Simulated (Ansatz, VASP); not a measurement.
# Two plane-wave programs on Pd

```
Pd
1.0
     2.79032    0.00000    0.00000
     0.00000    3.94610    0.00000
     0.00000    0.00000   18.79030
Pd
3
Direct
  0.00000 0.00000 0.42962
  0.50000 0.50000 0.50000
  0.00000 0.00000 0.57038
```

Alike in both runs: task single point; functional PBE; k mesh 12 × 8 × 1; occupations fermi-dirac, width 0.1 eV; no spin polarisation.

```csv
,VASP,Ansatz
version,VASP 6.6.1,Ansatz 0.2.0
potentials or method,"VASP PAW PBE potentials, release 64 (Pd)","PAW with Ansatz's default frozen-core files, scalar-relativistic"
plane-wave cutoff (eV),520,420
valence electrons in the cell,30,54
```

Ansatz gave:

```
rms of the force components (eV/Å) : 0.000
```

**Question.** Which values does VASP return?

**Answer.** rms of the force components (eV/Å): 0.012.

Atom by atom the forces differ by 0.012 eV/Å (rms over components). VASP's potentials hold 30 valence electrons a cell and Ansatz's 54, so a difference there can come from the potentials and not from the codes. Ansatz's warnings: xc potential rough in thin density.
